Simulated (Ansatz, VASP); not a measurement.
# Two plane-wave programs on Cd

```
Cd
1.0
     0.00000    2.16505    2.16505
     2.16505    0.00000    2.16505
     2.16505    2.16505    0.00000
Cd
1
Direct
  0.00000 0.00000 0.00000
```

Alike in both runs: task single point; functional LDA; k mesh 16 × 16 × 16; occupations gaussian, width 0.1 eV; no spin polarisation.

```csv
,VASP,Ansatz
version,VASP 6.6.1,Ansatz 0.2.0
potentials or method,"VASP PAW LDA potentials, release 64 (Cd), cutoff 520 eV","scalar-relativistic, plane waves, PAW"
valence electrons in the cell,12,20
```

```csv
,VASP,Ansatz,Ansatz less VASP
gap on the k mesh at the Fermi level (eV),none,none,-
pressure (GPa),-0.5,-1.0,-0.56
```

LDA's correlation is that of Perdew and Zunger in VASP and of Perdew and Wang (1992) in Ansatz. A gap of «none» marks a metal or a gap that the smearing closes. VASP's potentials hold 12 valence electrons a cell and Ansatz's 20, so a difference there can come from the potentials and not from the codes.
